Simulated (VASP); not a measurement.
# KTaO3 (P4/mmm) in VASP: a series of runs

Runs on KTaO3. Level: PBEsol. Tasks: single point.

Everything below comes from runs of VASP 6.6.1. Logs are shortened: lines on timing, memory, paths and dates and some standing lists are left out, and cuts for length are marked.

## 1. The cell of the first run

The structure is tetragonal, space group P4/mmm (No. 123). The conventional cell has a = 4.604 Å, b = 4.604 Å, c = 2.993 Å, α = 90.00°, β = 90.00°, γ = 90.00°. Within 3.6 Å of K (site symmetry 4/mmm) lie 12 O at 2.75 to 3.26 Å and 2 K at 2.99 Å and 8 Ta at 3.58 Å. Within 2.0 Å of Ta (site symmetry 4/mmm) lie 2 O at 1.50 Å. O (site symmetry mmm) has 2 Ta at 2.30 Å and 4 K at 2.75 Å and 6 O at 2.75 to 2.99 Å within 3.0 Å. Within 2.0 Å of O (site symmetry 4/mmm) lie 2 Ta at 1.50 Å.

## 2. Single point, PBEsol

File INCAR:

```
SYSTEM = KTaO3
PREC = Accurate ; ENCUT = 520
EDIFF = 1E-6 ; ISMEAR = 0
SIGMA = 0.05 ; LREAL = .FALSE.
LASPH = .TRUE. ; NELM = 60
ALGO = Normal ; ISIF = 2
LWAVE = .FALSE. ; LCHARG = .FALSE.
GGA = PS ; NBANDS = 27
```

File KPOINTS:

```
regular mesh
0
G
  8 8 8
  0 0 0
```

File POSCAR:

```
KTaO3
1.0
    4.6041560297      0.0000000000      0.0000000000
    0.0000000000      4.6041560297      0.0000000000
    0.0000000000      0.0000000000      2.9927014193
K Ta O
1 1 3
Direct
    0.5000000000      0.5000000000      0.5000000000
    0.0000000000      0.0000000000      0.0000000000
    0.5000000000      0.0000000000      0.0000000000
    0.0000000000      0.5000000000      0.0000000000
    0.0000000000      0.0000000000      0.5000000000
```

Potentials or basis: VASP PAW PBE potentials, release 64 (K_sv, Ta_pv, O).

The run is started by

```console
$ cat potpaw_PBE.64/K_sv/POTCAR potpaw_PBE.64/Ta_pv/POTCAR potpaw_PBE.64/O/POTCAR > POTCAR
$ mpirun -np 1 vasp_std > vasp.out
```

OUTCAR:

```text
SYSTEM = KTaO3
   PREC = Accurate
   ENCUT = 520
   EDIFF = 1E-6
   ISMEAR = 0
   LREAL = .FALSE.
   LASPH = .TRUE.
   NELM = 60
   ISIF = 2
   GGA = PS

 ion  position               nearest neighbor table
   1  0.500  0.500  0.500-   3 2.75   4 2.75   3 2.75   4 2.75   3 2.75   3 2.75   4 2.75   4 2.75
                             2 3.58   2 3.58   2 3.58   2 3.58   2 3.58   2 3.58   2 3.58   2 3.58
   2  0.000  0.000  0.000-   5 1.50   5 1.50   3 2.30   4 2.30   4 2.30   3 2.30   1 3.58   1 3.58
                             1 3.58   1 3.58   1 3.58   1 3.58   1 3.58   1 3.58
   3  0.500  0.000  0.000-   2 2.30   2 2.30   1 2.75   1 2.75   1 2.75   1 2.75
   4  0.000  0.500  0.000-   2 2.30   2 2.30   1 2.75   1 2.75   1 2.75   1 2.75
   5  0.000  0.000  0.500-   2 1.50   2 1.50

  LATTYP: Found a simple tetragonal cell.
 ALAT       =     4.6041560297
 C/A-ratio  =     0.6500000000

  Lattice vectors:

 A1 = (   4.6041560297,   0.0000000000,   0.0000000000)
 A2 = (   0.0000000000,   4.6041560297,   0.0000000000)
 A3 = (   0.0000000000,   0.0000000000,   2.9927014193)

Analysis of symmetry for initial positions (statically):
=====================================================================
 Subroutine PRICEL returns:
 Original cell was already a primitive cell.

 Routine SETGRP: Setting up the symmetry group for a
 simple tetragonal supercell.

 Subroutine GETGRP returns: Found 16 space group operations
 (whereof 16 operations were pure point group operations)
 out of a pool of 16 trial point group operations.

The static configuration has the point symmetry D_4h.

Analysis of symmetry for dynamics (positions and initial velocities):
=====================================================================
 Subroutine PRICEL returns:
 Original cell was already a primitive cell.

 Routine SETGRP: Setting up the symmetry group for a
 simple tetragonal supercell.

 Subroutine GETGRP returns: Found 16 space group operations
 (whereof 16 operations were pure point group operations)
 out of a pool of 16 trial point group operations.

The dynamic configuration has the point symmetry D_4h.

 Subroutine INISYM returns: Found 16 space group operations
 (whereof 16 operations are pure point group operations),
 and found     1 'primitive' translations

----------------------------------------------------------------------------------------

                                     Primitive cell

  volume of cell :      63.4400

  direct lattice vectors                    reciprocal lattice vectors
     4.604156030  0.000000000  0.000000000     0.217195072  0.000000000  0.000000000
     0.000000000  4.604156030  0.000000000     0.000000000  0.217195072  0.000000000
     0.000000000  0.000000000  2.992701419     0.000000000  0.000000000  0.334146264

  length of vectors
     4.604156030  4.604156030  2.992701419     0.217195072  0.217195072  0.334146264

  position of ions in fractional coordinates (direct lattice)
     0.500000000  0.500000000  0.500000000
     0.000000000  0.000000000  0.000000000
     0.500000000  0.000000000  0.000000000
     0.000000000  0.500000000  0.000000000
     0.000000000  0.000000000  0.500000000

  ion indices of the primitive-cell ions
   primitive index   ion index
                 1           1
                 2           2
                 3           3
                 4           4
                 5           5

----------------------------------------------------------------------------------------

 KPOINTS: regular mesh

Automatic generation of k-mesh.
 Grid dimensions read from file:
 generate k-points for:    8    8    8

 Generating k-lattice:

  Cartesian coordinates                     Fractional coordinates (reciprocal lattice)
     0.027149384  0.000000000  0.000000000     0.125000000  0.000000000  0.000000000
     0.000000000  0.027149384  0.000000000     0.000000000  0.125000000  0.000000000
     0.000000000  0.000000000  0.041768283     0.000000000  0.000000000  0.125000000

  Length of vectors
     0.027149384  0.027149384  0.041768283

  Shift w.r.t. Gamma in fractional coordinates (k-lattice)
     0.000000000  0.000000000  0.000000000

 Subroutine IBZKPT returns following result:
 ===========================================

 Found     75 irreducible k-points:

 Following reciprocal coordinates:
            Coordinates               Weight
  0.000000  0.000000  0.000000      1.000000
  0.125000  0.000000  0.000000      4.000000
  0.250000  0.000000  0.000000      4.000000
  0.375000  0.000000  0.000000      4.000000
  0.500000  0.000000  0.000000      2.000000
  0.125000  0.125000  0.000000      4.000000
[... 16 lines left out ...]
  0.375000  0.125000  0.125000     16.000000
  0.500000  0.125000  0.125000      8.000000
 [... further k-points ...]
   k-points           NKPTS =     75   k-points in BZ     NKDIM =     75   number of bands    NBANDS=     27
[... 70 lines left out ...]
 fundamental gap:      0.0888875151
 Fermi energy:         3.7594204288

 k-point     1 :       0.0000    0.0000    0.0000
  band No.  band energies     occupation
      1     -35.5573      2.00000
      2     -32.3258      2.00000
      3     -32.3258      2.00000
      4     -25.3988      2.00000
      5     -21.6405      2.00000
      6     -13.9203      2.00000
[... 19 lines left out ...]
     26      11.6299      0.00000
     27      12.2140      0.00000

 k-point     2 :       0.1250    0.0000    0.0000
  band No.  band energies     occupation
      1     -35.5573      2.00000
      2     -32.3277      2.00000
      3     -32.3257      2.00000
      4     -25.3971      2.00000
      5     -21.6409      2.00000
      6     -13.9086      2.00000
[... 19 lines left out ...]
     26      11.6668      0.00000
     27      12.1715      0.00000

 k-point     3 :       0.2500    0.0000    0.0000
  band No.  band energies     occupation
      1     -35.5572      2.00000
      2     -32.3324      2.00000
      3     -32.3255      2.00000
      4     -25.3930      2.00000
      5     -21.6413      2.00000
      6     -13.9163      2.00000
[... 19 lines left out ...]
     26      11.4341      0.00000
     27      11.4481      0.00000

 k-point     4 :       0.3750    0.0000    0.0000
  band No.  band energies     occupation
      1     -35.5570      2.00000
      2     -32.3370      2.00000
      3     -32.3254      2.00000
      4     -25.3888      2.00000
      5     -21.6417      2.00000
      6     -13.9550      2.00000
[... 19 lines left out ...]
     26      10.8248      0.00000
     27      10.9128      0.00000

 k-point     5 :       0.5000    0.0000    0.0000
  band No.  band energies     occupation
      1     -35.5571      2.00000
      2     -32.3390      2.00000
      3     -32.3253      2.00000
      4     -25.3871      2.00000
      5     -21.6419      2.00000
      6     -13.9748      2.00000
[... 19 lines left out ...]
     26      10.4228      0.00000
     27      10.5687      0.00000

 k-point     6 :       0.1250    0.1250    0.0000
  band No.  band energies     occupation
      1     -35.5573      2.00000
      2     -32.3277      2.00000
      3     -32.3276      2.00000
      4     -25.3955      2.00000
      5     -21.6410      2.00000
      6     -13.8864      2.00000
[... 444 lines left out ...]
      1     -35.8242      2.00000
      2     -32.3037      2.00000
      3     -32.3036      2.00000
      4     -25.3581      2.00000
      5     -20.8001      2.00000
      6     -13.8588      2.00000
[... 19 lines left out ...]
     26      11.7738      0.00000
     27      12.0810      0.00000

 k-point    22 :       0.2500    0.1250    0.1250
  band No.  band energies     occupation
      1     -35.8241      2.00000
      2     -32.3083      2.00000
      3     -32.3035      2.00000
      4     -25.3548      2.00000
      5     -20.8001      2.00000
      6     -13.8345      2.00000
[... 19 lines left out ...]
     26      11.2938      0.00000
     27      11.9532      0.00000

 k-point    23 :       0.3750    0.1250    0.1250
  band No.  band energies     occupation
      1     -35.8241      2.00000
      2     -32.3128      2.00000
      3     -32.3033      2.00000
      4     -25.3514      2.00000
      5     -20.8003      2.00000
      6     -13.8526      2.00000
[... 19 lines left out ...]
     26      10.8628      0.00000
     27      11.3945      0.00000

 k-point    24 :       0.5000    0.1250    0.1250
  band No.  band energies     occupation
      1     -35.8240      2.00000
      2     -32.3147      2.00000
      3     -32.3032      2.00000
      4     -25.3501      2.00000
      5     -20.8002      2.00000
      6     -13.8664      2.00000
[... 19 lines left out ...]
     26      10.7762      0.00000
     27      10.8672      0.00000

 [... further k-points ...]

------------------------ aborting loop because EDIFF is reached ----------------------------------------

  FORCE on cell =-STRESS in cart. coord.  units (eV):
  Direction    XX          YY          ZZ          XY          YZ          ZX
  --------------------------------------------------------------------------------------
  -------------------------------------------------------------------------------------
  Total      -12.8467161    -12.8467161    124.3861240      0.0000000      0.0000000      0.0000000
  in kB     -324.4436318   -324.4436318   3141.3697832      0.0000000      0.0000000      0.0000000
  external PRESSURE =     830.8275065 kB  Pullay stress =       0.0000000 kB

 VOLUME and BASIS-vectors are now :
 -----------------------------------------------------------------------------
  energy-cutoff  :      520.00
  volume of cell :       63.44
      direct lattice vectors                 reciprocal lattice vectors
     4.604156030  0.000000000  0.000000000     0.217195072  0.000000000  0.000000000
     0.000000000  4.604156030  0.000000000     0.000000000  0.217195072  0.000000000
     0.000000000  0.000000000  2.992701419     0.000000000  0.000000000  0.334146264

 POSITION                                       TOTAL-FORCE (eV/Angst)
 -----------------------------------------------------------------------------------
      2.30208      2.30208      1.49635         0.000000      0.000000      0.000000
      0.00000      0.00000      0.00000         0.000000      0.000000      0.000000
      2.30208      0.00000      0.00000         0.000000      0.000000      0.000000
      0.00000      2.30208      0.00000         0.000000      0.000000      0.000000
      0.00000      0.00000      1.49635         0.000000      0.000000      0.000000
 -----------------------------------------------------------------------------------
    total drift:                                0.000000      0.000000     -0.000000

  FREE ENERGIE OF THE ION-ELECTRON SYSTEM (eV)
  ---------------------------------------------------
  free  energy   TOTEN  =       -26.9873005592 eV

  energy  without entropy=      -26.9850360126  energy(sigma->0) =      -26.98616829
```

Run time: 60 s. Hardware: 1 thread of Intel Xeon Platinum 8488C (Sapphire Rapids), shared host; peak memory 0.26 GiB.

Results:

```yaml
Free_energy: -26.9873 eV
Pressure: 83.1 GPa
Band_gap_on_the_k_mesh: zero (bands 19 and 20 overlap by 0.74 eV)
```

Caveat: atoms lie so close that the PAW spheres overlap strongly, which falsifies energies and pressures; the stress differs along the axes, from -32 to 314 GPa; the PAW data sets were made with another functional, which shifts forces and pressure a little; spin-orbit coupling is left out, which moves the levels of the heavy elements.

## 3. Single point, PBEsol

This run uses another cell than the first one, of the same volume but with other edges.

File INCAR:

```
  PREC = Accurate
  ENCUT = 520
  EDIFF = 1E-7
  ISMEAR = 0
  SIGMA = 0.05
  LREAL = F
  LASPH = T
  NELM = 80
  ALGO = Normal
  ISIF = 2
  LWAVE = F
  LCHARG = T
  GGA = PS
  LELF = T
  LVHAR = T
  NBANDS = 27
```

File KPOINTS:

```
Automatic mesh
0
Gamma
  8 8 8
```

Edit POSCAR of step 2 so:

```diff
@@ -2,5 +2,5 @@
 1.0
-    4.6041560297      0.0000000000      0.0000000000
-    0.0000000000      4.6041560297      0.0000000000
-    0.0000000000      0.0000000000      2.9927014193
+    4.4769407550      0.0000000000      0.0000000000
+    0.0000000000      4.4769407550      0.0000000000
+    0.0000000000      0.0000000000      3.1651971138
 K Ta O
```

Potentials or basis: VASP PAW PBE potentials, release 64 (K_sv, Ta_pv, O).

The run is started by

```console
$ cat potpaw_PBE.64/K_sv/POTCAR potpaw_PBE.64/Ta_pv/POTCAR potpaw_PBE.64/O/POTCAR > POTCAR
$ mpirun -np 1 vasp_std > vasp.out
```

Run time: 64 s. Hardware: 1 thread of Intel Xeon Platinum 8488C (Sapphire Rapids), shared host; peak memory 0.26 GiB.

It converged, with:

* Free energy: -33.6628 eV
* Pressure: 56.2 GPa
* Band gap on the k mesh: 0.21 eV

Stress tensor (GPa, compression positive):
```
-27.73   0.00   0.00
  0.00 -27.73   0.00
  0.00   0.00 223.95
```

Levels at points of the mesh, in eV from the valence-band top:
```
           k point  band 17  band 18  band 19  band 20  band 21  band 22
(0.00, 0.00, 0.00)    -1.17    -0.87     0.00     0.21     0.89     0.89
(0.50, 0.00, 0.00)    -1.84    -1.18    -0.04     0.93     2.24     2.34
(0.50, 0.50, 0.00)    -1.97    -1.36    -0.09     2.34     2.34     3.10
(0.00, 0.00, 0.50)    -2.53    -1.76    -1.76     0.97     3.35     4.93
(0.50, 0.00, 0.50)    -2.25    -1.97    -1.71     2.58     3.92     7.60
(0.50, 0.50, 0.50)    -1.60    -1.60    -1.06     3.47     6.33     7.20
```

Caveat: the stress differs along the axes, from -28 to 224 GPa; the PAW data sets were made with another functional, which shifts forces and pressure a little; spin-orbit coupling is left out, which moves the levels of the heavy elements. A k mesh can miss the band edges.

## 4. Single point, PBEsol

This run uses another cell than the first one, of the same volume but with other edges.

File INCAR:

```
SYSTEM = KTaO3
ALGO = Normal
EDIFF = 1E-6
ENCUT = 520
GGA = PS
ISIF = 2
ISMEAR = 0
LASPH = .True.
LCHARG = .False.
LREAL = .False.
LWAVE = .False.
NBANDS = 27
NELM = 60
PREC = Accurate
SIGMA = 0.05
```

File KPOINTS:

```
k-points
0
Gamma
  8 8 8
  0 0 0
```

Edit POSCAR of step 3 so:

```diff
@@ -2,5 +2,5 @@
 1.0
-    4.4769407550      0.0000000000      0.0000000000
-    0.0000000000      4.4769407550      0.0000000000
-    0.0000000000      0.0000000000      3.1651971138
+    3.5533502320      0.0000000000      0.0000000000
+    0.0000000000      3.5533502320      0.0000000000
+    0.0000000000      0.0000000000      5.0244372281
 K Ta O
```

The run is started by

```console
$ cat potpaw_PBE.64/K_sv/POTCAR potpaw_PBE.64/Ta_pv/POTCAR potpaw_PBE.64/O/POTCAR > POTCAR
$ mpirun -np 1 vasp_std > vasp.out
```

It took 68 s on 1 thread of Intel Xeon Platinum 8488C (Sapphire Rapids), shared host; peak memory 0.26 GiB.

It converged, with:

| Item | Value |
| --- | --- |
| Free energy | -37.7973 eV |
| Pressure | 43.2 GPa |
| Band gap on the k mesh | 1.06 eV |

Stress tensor (GPa, compression positive):
```
 80.33   0.00   0.00
  0.00  80.33   0.00
  0.00   0.00 -31.13
```

Levels at points of the mesh, in eV from the valence-band top:
```csv
k point,band 16,band 17,band 18,band 19,band 20,band 21,band 22,band 23
"(0.00, 0.00, 0.00)",-1.76,-1.19,0.00,0.00,1.06,1.06,1.30,1.46
"(0.50, 0.00, 0.00)",-2.06,-1.37,-1.37,-0.72,1.34,2.23,5.75,5.82
"(0.50, 0.50, 0.00)",-1.61,-1.31,-0.24,-0.24,2.73,5.79,5.79,8.04
"(0.00, 0.00, 0.50)",-1.75,-1.75,-0.56,-0.56,1.31,2.02,2.02,5.21
"(0.50, 0.00, 0.50)",-3.48,-2.01,-1.21,-0.97,2.10,5.49,5.81,5.90
"(0.50, 0.50, 0.50)",-3.18,-1.31,-0.03,-0.03,6.08,6.12,6.12,6.77
```

Caveat: the stress differs along the axes, from -31 to 80 GPa; the PAW data sets were made with another functional, which shifts forces and pressure a little; spin-orbit coupling is left out, which moves the levels of the heavy elements. A k mesh can miss the band edges.

## 5. Single point, PBEsol

This run uses another cell than the first one, of the same volume but with other edges.

File INCAR:

```
  PREC = Accurate
  ENCUT = 520
  EDIFF = 1E-7
  ISMEAR = 0
  SIGMA = 0.05
  LREAL = False
  LASPH = True
  NELM = 80
  ALGO = Normal
  ISIF = 2
  LWAVE = False
  LCHARG = False
  GGA = PS
  NBANDS = 27
```

File KPOINTS:

```
regular mesh
0
Gamma
  8 8 8
```

Edit POSCAR of step 4 so:

```diff
@@ -2,5 +2,5 @@
 1.0
-    3.5533502320      0.0000000000      0.0000000000
-    0.0000000000      3.5533502320      0.0000000000
-    0.0000000000      0.0000000000      5.0244372281
+    4.2103174618      0.0000000000      0.0000000000
+    0.0000000000      4.2103174618      0.0000000000
+    0.0000000000      0.0000000000      3.5787698425
 K Ta O
```

The run is started by

```console
$ cat potpaw_PBE.64/K_sv/POTCAR potpaw_PBE.64/Ta_pv/POTCAR potpaw_PBE.64/O/POTCAR > POTCAR
$ mpirun -np 1 vasp_std > vasp.out
```

Run time: 66 s. Hardware: 1 thread of Intel Xeon Platinum 8488C (Sapphire Rapids), shared host; peak memory 0.26 GiB.

Results (log left out):

```yaml
Free_energy: -41.3355 eV
Pressure: 11.4 GPa
Band_gap_on_the_k_mesh: 1.77 eV (least direct gap 2.16 eV)
```

Stress tensor (GPa, compression positive):
```
-15.77   0.00   0.00
  0.00 -15.77   0.00
  0.00   0.00  65.74
```

Levels at points of the mesh, in eV from the valence-band top:
| k point | band 16 | band 17 | band 18 | band 19 | band 20 | band 21 | band 22 | band 23 |
| --- | --- | --- | --- | --- | --- | --- | --- | --- |
| (0.00, 0.00, 0.00) | -0.59 | -0.59 | -0.54 | -0.39 | 1.77 | 2.04 | 2.04 | 5.26 |
| (0.50, 0.00, 0.00) | -1.65 | -1.47 | -1.15 | -0.59 | 2.13 | 4.19 | 4.20 | 5.79 |
| (0.50, 0.50, 0.00) | -2.00 | -2.00 | -1.32 | -0.12 | 4.22 | 4.22 | 5.25 | 9.11 |
| (0.00, 0.00, 0.50) | -1.95 | -1.46 | -0.79 | -0.79 | 2.13 | 5.52 | 6.54 | 6.54 |
| (0.50, 0.00, 0.50) | -1.69 | -1.19 | -1.01 | -0.36 | 4.31 | 6.23 | 6.52 | 7.23 |
| (0.50, 0.50, 0.50) | -2.97 | -0.18 | -0.18 | 0.00 | 5.46 | 7.32 | 7.32 | 8.05 |

Caveat: the stress differs along the axes, from -16 to 66 GPa; the PAW data sets were made with another functional, which shifts forces and pressure a little; spin-orbit coupling is left out, which moves the levels of the heavy elements. A k mesh can miss the band edges.

## 6. The runs side by side

```csv
cell,gap on the mesh (eV),pressure (GPa)
"a = 4.604, b = 4.604, c = 2.993 Å, 5 atoms",none,83.1
"a = 4.477, b = 4.477, c = 3.165 Å, 5 atoms",0.21,56.2
"a = 3.553, b = 3.553, c = 5.024 Å, 5 atoms",1.06,43.2
"a = 4.210, b = 4.210, c = 3.579 Å, 5 atoms",1.77,11.4
```

Alike in all rows: task single point; level PBEsol; potentials or basis VASP PAW PBE potentials, release 64 (K_sv, Ta_pv, O); no spin polarisation; k mesh 8 × 8 × 8; cutoff (eV) 520; smearing gaussian 0.05 eV.

Caveats: the PAW data sets were made with another functional, which shifts forces and pressure a little; spin-orbit coupling is left out, which moves the levels of the heavy elements; atoms lie so close that the PAW spheres overlap strongly, which falsifies energies and pressures (at least some runs); the stress differs along the axes, from -32 to 314 GPa (at least some runs); the stress differs along the axes, from -28 to 224 GPa (at least some runs); the stress differs along the axes, from -31 to 80 GPa (at least some runs); the stress differs along the axes, from -16 to 66 GPa (at least some runs).

Absolute energies hang on the potentials; compare differences alone.

The gap in the log of VASP goes by the Fermi energy; the results here count the filled bands.